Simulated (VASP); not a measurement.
# HfO2: relaxation of the atoms with PBE

Crystal: HfO2.

```
Hf O
1.0
     0.00000    2.52293    2.52293
     2.52293    0.00000    2.52293
     2.52293    2.52293    0.00000
Hf O
1 2
Direct
  0.00000 0.00000 0.00000
  0.25000 0.25000 0.25000
  0.75000 0.75000 0.75000
```

```json
{
 "Program": "VASP 6.6.1",
 "Task": "relaxation of the atoms",
 "Functional": "PBE",
 "Potentials or basis": "VASP PAW PBE potentials, release 64 (Hf_pv, O)",
 "Cutoff": "520 eV",
 "k mesh": "10 × 10 × 10",
 "Occupations": "fermi-dirac, width 0.02 eV",
 "Spin": "no spin polarisation",
 "Dipole correction": "no",
 "Further INCAR settings": "ALGO = Normal; EDIFF = 1e-06; IBRION = 2; EDIFFG = -0.02; NSW = 80"
}
```

* Pressure after relaxing: 4.1 GPa
* Band gap on the k mesh: 3.84 eV

Final structure:
```xyz
3
Lattice="0.0000 2.5229 2.5229 2.5229 0.0000 2.5229 2.5229 2.5229 0.0000" Properties=species:S:1:pos:R:3 pbc="T T T"
Hf    0.0000    0.0000    0.0000
O     1.2615    1.2615    1.2615
O     3.7844    3.7844    3.7844
```

Levels at points of the mesh, in eV from the valence-band top:
```csv
k point,band 7,band 8,band 9,band 10,band 11,band 12,band 13,band 14,band 15
"(0.00, 0.00, 0.00)",-5.43,-5.43,-0.61,-0.61,-0.61,3.92,3.92,5.95,10.60
"(0.50, 0.00, 0.00)",-4.38,-3.07,-2.76,-1.85,-1.85,4.66,4.66,7.12,9.11
"(0.50, 0.50, 0.00)",-3.49,-3.49,-1.55,-1.55,0.00,3.84,5.58,6.77,8.29
```

Wall time 13 s on 1 thread of Intel(R) Xeon(R) Platinum 8559C (Emerald Rapids), on a shared host, peak memory 0.17 GiB.

Caveat: the relaxation stopped at its first step, so nothing moved; spin-orbit coupling is left out, which moves the levels of the heavy elements. A k mesh can miss the band edges.
